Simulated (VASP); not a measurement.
# Pb in VASP: further runs, part 2 of 2

VASP 6.6.1. Earlier steps stand in the parts before.

### 3 Single point, PBEsol (volume scaled by 1.06)

INCAR reads:

```
PREC = Accurate ; ENCUT = 520
EDIFF = 1E-6 ; ISMEAR = -1
SIGMA = 0.05 ; LREAL = False
LASPH = True ; NELM = 60
ALGO = Fast ; ISIF = 2
LWAVE = False ; LCHARG = False
GGA = PS ; NBANDS = 21
```

KPOINTS reads:

```
regular mesh
0
Gamma
  9 9 5
```

POSCAR reads:

```
Pb
1.0
    3.0982024693     -1.7846486746      0.0000000000
    3.0982024693      1.7846486746      0.0000000000
   -2.1569528306      0.0000000000      6.2147694303
Pb
2
Direct
    0.9085084100      0.9085084100      0.7262922000
    0.0914915900      0.0914915900      0.2737078000
```

Potentials or basis: VASP PAW PBE potentials, release 64 (Pb_d).

On the command line:

```
> cat potpaw_PBE.64/Pb_d/POTCAR > POTCAR
> mpirun -np 1 vasp_std > vasp.out
```

OUTCAR:

```text
PREC = Accurate
   ENCUT = 520
   EDIFF = 1E-6
   ISMEAR = -1
   LREAL = False
   LASPH = True
   NELM = 60
   ISIF = 2
   GGA = PS

 ion  position               nearest neighbor table
   1  0.909  0.909  0.726-   2 3.40   2 3.47   2 3.47   2 3.52
   2  0.091  0.091  0.274-   1 3.40   1 3.47   1 3.47   1 3.52

  LATTYP: Found a base centered monoclinic cell.
 ALAT       =     6.1964049386
 B/A-ratio  =     0.5760271294
 C/A-ratio  =     1.0616534713
 COS(beta)  =    -0.3278823751

  Lattice vectors:

 A1 = (   3.0982024693,  -1.7846486746,   0.0000000000)
 A2 = (   3.0982024693,   1.7846486746,   0.0000000000)
 A3 = (  -2.1569528306,   0.0000000000,   6.2147694303)

Analysis of symmetry for initial positions (statically):
=====================================================================
 Subroutine PRICEL returns:
 Original cell was already a primitive cell.

 Routine SETGRP: Setting up the symmetry group for a
[... 162 lines left out ...]
  ext. energy  EPLUGINS =         0.00000000
  ---------------------------------------------------
  free energy    TOTEN  =        -7.79378572 eV

  energy without entropy =       -7.78479959  energy(sigma->0) =       -7.78929265

 E-fermi :   5.7099     XC(G=0):  -9.7104

 val. band max:        5.6924065913   @ k =   0.3333   0.2222   0.0000
 cond. band min:       5.7161786374   @ k =  -0.3333   0.3333   0.4000
 fundamental gap:      0.0237720460
 Fermi energy:         5.7099153773

 k-point     1 :       0.0000    0.0000    0.0000
  band No.  band energies     occupation
      1     -11.2602      2.00000
      2     -11.1600      2.00000
      3     -11.1595      2.00000
      4     -11.1576      2.00000
      5     -11.1566      2.00000
      6     -11.1368      2.00000
[... 565 lines left out ...]
     20      12.7527      0.00000
     21      14.3477      0.00000

 [... further k-points ...]

------------------------ aborting loop because EDIFF is reached ----------------------------------------

  FORCE on cell =-STRESS in cart. coord.  units (eV):
  Direction    XX          YY          ZZ          XY          YZ          ZX
  --------------------------------------------------------------------------------------
  -------------------------------------------------------------------------------------
  Total       -1.5395485     -1.5424870     -1.6160710      0.0000000      0.0000000     -0.0030108
  in kB      -35.8910706    -35.9595752    -37.6750190      0.0000000      0.0000000     -0.0701893
  external PRESSURE =     -36.5085549 kB  Pullay stress =       0.0000000 kB

 VOLUME and BASIS-vectors are now :
 -----------------------------------------------------------------------------
  energy-cutoff  :      520.00
  volume of cell :       68.73
      direct lattice vectors                 reciprocal lattice vectors
     3.098202469 -1.784648675  0.000000000     0.161383901 -0.280167188  0.056011324
     3.098202469  1.784648675  0.000000000     0.161383901  0.280167188  0.056011324
    -2.156952831  0.000000000  6.214769430     0.000000000  0.000000000  0.160907015

 POSITION                                       TOTAL-FORCE (eV/Angst)
 -----------------------------------------------------------------------------------
      4.06291      0.00000      4.51374         0.024317      0.000000     -0.224943
     -0.02346      0.00000      1.70103        -0.024317      0.000000      0.224943
 -----------------------------------------------------------------------------------
    total drift:                                0.000000      0.000000     -0.000000

  FREE ENERGIE OF THE ION-ELECTRON SYSTEM (eV)
  ---------------------------------------------------
  free  energy   TOTEN  =        -7.7937857217 eV

  energy  without entropy=       -7.7847995868  energy(sigma->0) =       -7.78929265
```

stdout:

```text
POSCAR found type information on POSCAR Pb
 POSCAR found :  1 types and       2 ions
 scaLAPACK will be used
 -----------------------------------------------------------------------------
|                                                                             |
|                                                                             |
|     You enforced a specific xc type in the INCAR file but a different       |
|     I HOPE YOU KNOW WHAT YOU ARE DOING!                                     |
|                                                                             |
 -----------------------------------------------------------------------------

 LDA part: xc-table for (Slater+PW92), standard interpolation
 POSCAR, INCAR and KPOINTS ok, starting setup
 FFT: planning ... GRIDC
 FFT: planning ... GRID_SOFT
 FFT: planning ... GRID
 WAVECAR not read
 entering main loop
```

It took 1.9 min on 1 thread of Intel Xeon Platinum 8488C (Sapphire Rapids), shared host; peak memory 0.27 GiB.

What came out:

* Free energy: -7.7938 eV
* Pressure: -3.7 GPa
* Largest force: 0.226 eV/Å
* Band gap on the k mesh: zero (band 14 reaches 11.60 eV, above the bottom of band 15 at 4.43 eV)

Forces in eV/Å, atoms in the order of the input:
```
Pb   0.024  0.000 -0.225
Pb  -0.024  0.000  0.225
```

Caveat: the PAW data sets were made with another functional, which shifts forces and pressure a little; spin-orbit coupling is left out, which moves the levels of the heavy elements.

### 4 Single point, PBEsol (atoms moved at random)

INCAR reads:

```
PREC = Accurate ; ENCUT = 520
EDIFF = 1E-7 ; ISMEAR = -1
SIGMA = 0.05 ; LREAL = False
LASPH = True ; NELM = 80
ALGO = Fast ; ISIF = 2
LWAVE = False ; LCHARG = False
GGA = PS ; NBANDS = 21
```

KPOINTS is that of step 3.

POSCAR reads:

```
Pb
1.0
    3.0386068135     -1.7503199600      0.0000000000
    3.0386068135      1.7503199600      0.0000000000
   -2.1154626375      0.0000000000      6.0952248674
Pb
2
Direct
    0.8992000000      0.9126090000      0.7288880000
    0.0934150000      0.0824840000      0.2714710000
```

On the command line:

```
> cat potpaw_PBE.64/Pb_d/POTCAR > POTCAR
> mpirun -np 1 vasp_std > vasp.out
```

Wall time 3.5 min (1 thread of Intel Xeon Platinum 8488C (Sapphire Rapids), shared host); peak memory 0.34 GiB.

It converged, with:

```yaml
Free_energy: -7.8552 eV
Pressure: -1.9 GPa
Largest_force: 0.195 eV/Å
Band_gap_on_the_k_mesh: zero (band 14 reaches 12.52 eV, above the bottom of band 15 at 4.92 eV)
```

Forces in eV/Å, atoms in the order of the input:
```
Pb   0.027 -0.010 -0.193
Pb  -0.027  0.010  0.193
```

Stress tensor (GPa, compression positive):
```
-1.94 -0.06 -0.02
-0.06 -1.97 -0.11
-0.02 -0.11 -1.92
```

Levels at points of the mesh, in eV from the Fermi level:
```csv
k point,band 12,band 13,band 14,band 15,band 16,band 17
"(0.00, 0.00, 0.00)",-8.38,-3.99,6.21,6.47,6.50,6.57
```

Caveat: the cell differs from its parent crystal (atoms moved at random); the PAW data sets were made with another functional, which shifts forces and pressure a little; spin-orbit coupling is left out, which moves the levels of the heavy elements.

### 5 The runs side by side

| cell | further INCAR settings | gap on the mesh (eV) | pressure (GPa) | largest force (eV/Å) |
| --- | --- | --- | --- | --- |
| a = 3.435, b = 3.435, c = 6.320 Å, angles 106.5, 106.5, 59.9°, 2 atoms | ALGO = Fast; EDIFF = 1e-06; NBANDS = 21 | none | 0.8 | 0.04 |
| a = 3.575, b = 3.575, c = 6.578 Å, angles 106.5, 106.5, 59.9°, 2 atoms | ALGO = Fast; EDIFF = 1e-06; NBANDS = 21 | none | -3.7 | 0.23 |
| a = 3.507, b = 3.507, c = 6.452 Å, angles 106.5, 106.5, 59.9°, 2 atoms | ALGO = Fast; EDIFF = 1e-07; NBANDS = 21 | none | -1.9 | 0.20 |

Alike in all rows: task single point; level PBEsol; potentials or basis VASP PAW PBE potentials, release 64 (Pb_d); no spin polarisation; k mesh 9 × 9 × 5; cutoff (eV) 520; smearing fermi-dirac 0.05 eV.

Caveats: the PAW data sets were made with another functional, which shifts forces and pressure a little; spin-orbit coupling is left out, which moves the levels of the heavy elements.

Total energies depend on the potentials used, so only differences within one code and one set of settings carry meaning.
